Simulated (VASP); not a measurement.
# In2O3 (R-3c) in VASP: electric field gradients with PBE

Aim: the electric field gradients of In2O3 with PBE.

All numbers are computed with VASP 6.6.1; they aren't measurements. Logs are shortened: lines on timing, memory, paths and dates and some standing lists are left out, and cuts for length are marked.

**1. The cell of the first run**

Symmetry: R-3c, No. 167, trigonal system. Conventional cell: a = 5.487 Å, b = 5.487 Å, c = 14.510 Å, α = 90.00°, β = 90.00°, γ = 120.00°. In (site symmetry 3) has 6 O at 2.12 to 2.26 Å within 2.8 Å. O (site symmetry 2) has 4 In at 2.12 to 2.26 Å and 8 O at 2.83 to 3.10 Å within 3.1 Å.

**2. Electric field gradients, PBE**

Contents of INCAR:

```
PREC = Accurate
ENCUT = 520
EDIFF = 1E-8
ISMEAR = -1
SIGMA = 0.02
LREAL = F
LASPH = T
NELM = 60
ALGO = Normal
ISIF = 2
LWAVE = F
LCHARG = F
GGA = PE
LEFG = T
NBANDS = 55
```

Contents of KPOINTS:

```
regular mesh
0
Gamma
  7 7 7
```

Contents of POSCAR:

```
In2O3
1.0
    2.7435000000      1.5839604635      4.8366666667
   -2.7435000000      1.5839604635      4.8366666667
    0.0000000000     -3.1679209270      4.8366666667
In O
4 6
Direct
    0.3573100000      0.3573100000      0.3573100000
    0.1426900000      0.1426900000      0.1426900000
    0.6426900000      0.6426900000      0.6426900000
    0.8573100000      0.8573100000      0.8573100000
    0.5480000000      0.9520000000      0.2500000000
    0.2500000000      0.5480000000      0.9520000000
    0.9520000000      0.2500000000      0.5480000000
    0.4520000000      0.0480000000      0.7500000000
    0.7500000000      0.4520000000      0.0480000000
    0.0480000000      0.7500000000      0.4520000000
```

Potentials or basis: VASP PAW PBE potentials, release 64 (In_d, O).

Launch:

```sh
$ cat potpaw_PBE.64/In_d/POTCAR potpaw_PBE.64/O/POTCAR > POTCAR
$ mpirun -np 1 vasp_std > vasp.out
```

OUTCAR:

```text
PREC = Accurate
   ENCUT = 520
   EDIFF = 1E-8
   ISMEAR = -1
   LREAL = F
   LASPH = T
   NELM = 60
   ISIF = 2
   GGA = PE

 ion  position               nearest neighbor table
   1  0.357  0.357  0.357-   9 2.12   8 2.12  10 2.12   7 2.26   6 2.26   5 2.26   2 3.11   3 3.24
                             3 3.24   3 3.24   2 3.61   2 3.61   2 3.61   4 3.99   4 3.99   4 3.99
   2  0.143  0.143  0.143-  10 2.12   8 2.12   9 2.12   7 2.26   6 2.26   5 2.26   1 3.11   4 3.24
                             4 3.24   4 3.24   1 3.61   1 3.61   1 3.61   3 3.99   3 3.99   3 3.99
   3  0.643  0.643  0.643-   6 2.12   5 2.12   7 2.12   9 2.26  10 2.26   8 2.26   4 3.11   1 3.24
                             1 3.24   1 3.24   4 3.61   4 3.61   4 3.61   2 3.99   2 3.99   2 3.99
   4  0.857  0.857  0.857-   7 2.12   5 2.12   6 2.12   9 2.26  10 2.26   8 2.26   3 3.11   2 3.24
                             2 3.24   2 3.24   3 3.61   3 3.61   3 3.61   1 3.99   1 3.99   1 3.99
   5  0.548  0.952  0.250-   3 2.12   4 2.12   1 2.26   2 2.26
   6  0.250  0.548  0.952-   3 2.12   4 2.12   1 2.26   2 2.26
   7  0.952  0.250  0.548-   4 2.12   3 2.12   1 2.26   2 2.26
   8  0.452  0.048  0.750-   1 2.12   2 2.12   3 2.26   4 2.26
   9  0.750  0.452  0.048-   1 2.12   2 2.12   3 2.26   4 2.26
  10  0.048  0.750  0.452-   2 2.12   1 2.12   3 2.26   4 2.26

  LATTYP: Found a trigonal (rhomboedric) cell.
 ALAT       =     5.7817875648
 COS(alpha) =     0.5496857780

  Lattice vectors:

 A1 = (   2.7435000000,   1.5839604635,   4.8366666667)
 A2 = (  -2.7435000000,   1.5839604635,   4.8366666667)
 A3 = (   0.0000000000,  -3.1679209270,   4.8366666667)

Analysis of symmetry for initial positions (statically):
=====================================================================
 Subroutine PRICEL returns:
 Original cell was already a primitive cell.

 Routine SETGRP: Setting up the symmetry group for a
 trigonal (rhombohedral) supercell.

 Subroutine GETGRP returns: Found 12 space group operations
 (whereof  6 operations were pure point group operations)
 out of a pool of 12 trial point group operations.

The static configuration has the point symmetry S_6 .
 The point group associated with its full space group is D_3d.

Analysis of symmetry for dynamics (positions and initial velocities):
=====================================================================
 Subroutine PRICEL returns:
 Original cell was already a primitive cell.

 Routine SETGRP: Setting up the symmetry group for a
 trigonal (rhombohedral) supercell.

 Subroutine GETGRP returns: Found 12 space group operations
 (whereof  6 operations were pure point group operations)
 out of a pool of 12 trial point group operations.

The dynamic configuration has the point symmetry S_6 .
 The point group associated with its full space group is D_3d.

 Subroutine INISYM returns: Found 12 space group operations
 (whereof  6 operations are pure point group operations),
 and found     1 'primitive' translations

----------------------------------------------------------------------------------------

                                     Primitive cell

  volume of cell :     126.1092

  direct lattice vectors                    reciprocal lattice vectors
     2.743500000  1.583960463  4.836666667     0.182248952  0.105221482  0.068917988
    -2.743500000  1.583960463  4.836666667    -0.182248952  0.105221482  0.068917988
     0.000000000 -3.167920927  4.836666667     0.000000000 -0.210442963  0.068917988

  length of vectors
     5.781787565  5.781787565  5.781787565     0.221440578  0.221440578  0.221440578

  position of ions in fractional coordinates (direct lattice)
     0.357310000  0.357310000  0.357310000
     0.142690000  0.142690000  0.142690000
     0.642690000  0.642690000  0.642690000
     0.857310000  0.857310000  0.857310000
     0.548000000  0.952000000  0.250000000
     0.250000000  0.548000000  0.952000000
     0.952000000  0.250000000  0.548000000
     0.452000000  0.048000000  0.750000000
     0.750000000  0.452000000  0.048000000
     0.048000000  0.750000000  0.452000000

  ion indices of the primitive-cell ions
   primitive index   ion index
                 1           1
                 2           2
[... 100 lines left out ...]
     AMIX_MAG =   1.60;   BMIX_MAG =  1.00
  volume/ion in A,a.u.               =      12.61        85.10
  Fermi-wavevector in a.u.,A,eV,Ry     =   1.452068  2.744010 28.687886  2.108500
  Thomas-Fermi vector in A             =   2.569492
   LORBIT       =      0    0 simple, 1 ext, 2 COOP (PROOUT), +10 PAW based schemes
   GGA     = PE    functional components
   LHFCALC =     F    Hartree Fock is set to
   AEXX    =    0.0000 exact exchange contribution
   IVDW    =     0    specifies the selected vdW correction
   LEPSILON=     F    determine dielectric tensor
   LRPA    =     F    only Hartree local field effects (RPA)
 non-spin polarized calculation
  energy-cutoff  :      520.00
  volume of cell :      126.11
 maximum number of plane-waves:      3417
 NGX is ok and might be reduce to    48
   NGX = 21   NGY = 21   NGZ = 21

 number of electron      88.0000008 magnetization

 Free energy of the ion-electron system (eV)
  ---------------------------------------------------
  ext. energy  EPLUGINS =         0.00000000
  ---------------------------------------------------
  free energy    TOTEN  =       -55.28745359 eV

  energy without entropy =      -55.28745359  energy(sigma->0) =      -55.28745359

 E-fermi :   6.0671     XC(G=0): -11.2355

 val. band max:        5.6275394279   @ k =   0.2857  -0.0000  -0.0000
 cond. band min:       6.9223897318   @ k =   0.0000   0.0000   0.0000
 fundamental gap:      1.2948503039
 Fermi energy:         6.0671208643

 k-point     1 :       0.0000    0.0000    0.0000
  band No.  band energies     occupation
      1     -12.0183      2.00000
      2     -11.1368      2.00000
      3     -11.1368      2.00000
      4     -10.9152      2.00000
      5     -10.9152      2.00000
      6     -10.8170      2.00000
[... 1381 lines left out ...]
     54      16.1973      0.00000
     55      16.6437      0.00000

 [... further k-points ...]

------------------------ aborting loop because EDIFF is reached ----------------------------------------

  FORCE on cell =-STRESS in cart. coord.  units (eV):
  Direction    XX          YY          ZZ          XY          YZ          ZX
  --------------------------------------------------------------------------------------
  -------------------------------------------------------------------------------------
  Total        7.4703481      7.4703481      6.2148010      0.0000000     -0.0000000      0.0000000
  in kB       94.9084126     94.9084126     78.9570836      0.0000000     -0.0000000      0.0000000
  external PRESSURE =      89.5913029 kB  Pullay stress =       0.0000000 kB

 VOLUME and BASIS-vectors are now :
 -----------------------------------------------------------------------------
  energy-cutoff  :      520.00
  volume of cell :      126.11
      direct lattice vectors                 reciprocal lattice vectors
     2.743500000  1.583960463  4.836666667     0.182248952  0.105221482  0.068917988
    -2.743500000  1.583960463  4.836666667    -0.182248952  0.105221482  0.068917988
     0.000000000 -3.167920927  4.836666667     0.000000000 -0.210442963  0.068917988

 POSITION                                       TOTAL-FORCE (eV/Angst)
 -----------------------------------------------------------------------------------
      0.00000      0.00000      5.18457         0.000000     -0.000000      0.006187
      0.00000      0.00000      2.07043         0.000000     -0.000000     -0.006187
      0.00000      0.00000      9.32543         0.000000     -0.000000     -0.006187
      0.00000      0.00000     12.43957         0.000000     -0.000000      0.006187
     -1.10837      1.58396      8.46417        -0.139154     -0.000000     -0.000000
     -0.81756     -1.75186      8.46417         0.069577     -0.120511     -0.000000
      1.92594      0.16790      8.46417         0.069577      0.120511     -0.000000
      1.10837     -1.58396      6.04583         0.139154     -0.000000     -0.000000
      0.81756      1.75186      6.04583        -0.069577      0.120511     -0.000000
     -1.92594     -0.16790      6.04583        -0.069577     -0.120511     -0.000000
 -----------------------------------------------------------------------------------
    total drift:                                0.000000     -0.000000      0.000000

  FREE ENERGIE OF THE ION-ELECTRON SYSTEM (eV)
  ---------------------------------------------------
  free  energy   TOTEN  =       -55.2874535940 eV

  energy  without entropy=      -55.2874535939  energy(sigma->0) =      -55.28745359

 Electric field gradients (V/A^2)
---------------------------------------------------------------------
 ion       V_xx      V_yy      V_zz      V_xy      V_xz      V_yz
---------------------------------------------------------------------
   1     -22.986   -22.986    45.973    -0.000     0.000     0.000
   2     -22.986   -22.986    45.973     0.000    -0.000     0.000
   3     -22.986   -22.986    45.973     0.000     0.000     0.000
   4     -22.986   -22.986    45.973     0.000    -0.000     0.000
   5      10.413     5.700   -16.114    -0.000    -0.000   -38.730
   6       6.879     9.235   -16.114    -2.041    33.541    19.365
   7       6.879     9.235   -16.114     2.041   -33.541    19.365
   8      10.413     5.700   -16.114     0.000     0.000   -38.730
   9       6.879     9.235   -16.114    -2.041    33.541    19.365
  10       6.879     9.235   -16.114     2.041   -33.541    19.365
---------------------------------------------------------------------

 Electric field gradients after diagonalization (V/A^2)
 (convention: |V_zz| > |V_xx| > |V_yy|)
----------------------------------------------------------------------
 ion       V_xx      V_yy      V_zz     asymmetry (V_yy - V_xx)/ V_zz
----------------------------------------------------------------------
   1     -22.986   -22.986    45.973       0.000
   2     -22.986   -22.986    45.973       0.000
   3     -22.986   -22.986    45.973       0.000
   4     -22.986   -22.986    45.973       0.000
   5      35.029    10.413   -45.443       0.542
   6      35.029    10.413   -45.443       0.542
   7      35.029    10.413   -45.443       0.542
   8      35.029    10.413   -45.443       0.542
   9      35.029    10.413   -45.443       0.542
  10      35.029    10.413   -45.443       0.542
----------------------------------------------------------------------

           NMR quadrupolar parameters

 Cq : quadrupolar parameter    Cq=e*Q*V_zz/h
 eta: asymmetry parameters     (V_yy - V_xx)/ V_zz
 Q  : nuclear electric quadrupole moment in mb (millibarn)
----------------------------------------------------------------------
 ion       Cq(MHz)       eta       Q (mb)
----------------------------------------------------------------------
   1       0.111       0.000       1.000
   2       0.111       0.000       1.000
   3       0.111       0.000       1.000
   4       0.111       0.000       1.000
   5      -0.110       0.542       1.000
   6      -0.110       0.542       1.000
   7      -0.110       0.542       1.000
   8      -0.110       0.542       1.000
   9      -0.110       0.542       1.000
  10      -0.110       0.542       1.000
----------------------------------------------------------------------
```

It took 6.1 min on 1 thread of AMD EPYC 9R45 (Zen 5), shared host; peak memory 0.42 GiB.

What came out:

```yaml
Free_energy: -55.2875 eV
Pressure: 9.0 GPa
Largest_force: 0.139 eV/Å
Band_gap_on_the_k_mesh: 1.29 eV (least direct gap 1.34 eV)
Largest_electric_field_gradient_by_atom: In +46.0; O -45.4 V/Å²
```

Forces on the atoms (eV/Å):
```
In   0.000  0.000  0.006
In   0.000  0.000 -0.006
In   0.000  0.000 -0.006
In   0.000  0.000  0.006
O   -0.139  0.000  0.000
O    0.070 -0.121  0.000
O    0.070  0.121  0.000
O    0.139  0.000  0.000
O   -0.070  0.121  0.000
O   -0.070 -0.121  0.000
```

Electric field gradients, principal values (V/Å²):
| atom | least | middle | greatest (by size) |
| --- | --- | --- | --- |
| 1 In | -22.986 | -22.986 | 45.973 |
| 2 In | -22.986 | -22.986 | 45.973 |
| 3 In | -22.986 | -22.986 | 45.973 |
| 4 In | -22.986 | -22.986 | 45.973 |
| 5 O | 10.413 | 35.029 | -45.443 |
| 6 O | 10.413 | 35.029 | -45.443 |
| 7 O | 10.413 | 35.029 | -45.443 |
| 8 O | 10.413 | 35.029 | -45.443 |
| 9 O | 10.413 | 35.029 | -45.443 |
| 10 O | 10.413 | 35.029 | -45.443 |

Caveat: the cell stands under pressure; without QUAD_EFG the Cq values of the log hold for a quadrupole moment of 1 mb, not for the nuclei; spin-orbit coupling is left out, which moves the levels of the heavy elements; an odd mesh through Γ misses points on the zone boundary, where band edges can lie.
